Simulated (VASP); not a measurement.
Wanted: the native input for a VASP 6.6.1 run.

| Item | Value |
| --- | --- |
| Task | single point |
| Functional | PBE |
| Dispersion | D3(BJ) |
| Potentials or basis | VASP PAW PBE potentials, release 64 (Ga_d, As, O, C) |
| Cutoff | 520 eV |
| k mesh | 7 × 5 × 1 |
| Occupations | gaussian, width 0.05 eV |
| Spin | no spin polarisation |
| Dipole correction | yes |
| Further INCAR settings | ALGO = Normal; EDIFF = 1e-07; NBANDS = 42 |

The structure of Ga3As3CO lies in POSCAR:

```
Ga3As3CO
1.0
    4.0137031111      0.0000000000      0.0000000000
    0.0000000000      5.6762333751      0.0000000000
    0.0000000000      0.0000000000     23.3352699083
Ga As O C
3 3 1 1
Direct
    0.5000000000      0.5000000000      0.1714143447
    0.0000000000      0.0653835255      0.2680035048
    0.5000000000      0.4894639609      0.3228546357
    0.0000000000      0.2500000000      0.1714143447
    0.5000000000      0.8102208698      0.2504948966
    0.0000000000      0.2887573198      0.3593388866
    0.5000000000      0.9554239865      0.4836142866
    0.5000000000      0.9554239865      0.5328959107
```

The input as run:

INCAR

```
SYSTEM = Ga3As3CO
ALGO = Normal
DIPOL = 0.5 0.5 0.320
EDIFF = 1E-7
ENCUT = 520
GGA = PE
IDIPOL = 3
ISIF = 2
ISMEAR = 0
IVDW = 12
LASPH = .True.
LCHARG = .True.
LDIPOL = .True.
LELF = .True.
LREAL = .False.
LVACPOTAV = .True.
LVHAR = .True.
LWAVE = .False.
NBANDS = 42
NELM = 100
PREC = Accurate
SIGMA = 0.05
```

KPOINTS

```
k-points
0
Gamma
  7 5 1
  0 0 0
```

Potentials or basis: VASP PAW PBE potentials, release 64 (Ga_d, As, O, C).

Launch:

```bash
$ cat potpaw_PBE.64/Ga_d/POTCAR potpaw_PBE.64/As/POTCAR potpaw_PBE.64/O/POTCAR potpaw_PBE.64/C/POTCAR > POTCAR
$ mpirun -np 1 vasp_std > vasp.out
```

Results of the run:

* Largest force: 1.106 eV/Å
* Band gap on the k mesh: 0.40 eV (least direct gap 0.76 eV)
* Dispersion energy per atom: -0.159 eV

Wall time 5 min on 1 thread of Intel(R) Xeon(R) 6975P-C (Granite Rapids), on a shared host, peak memory 0.64 GiB.
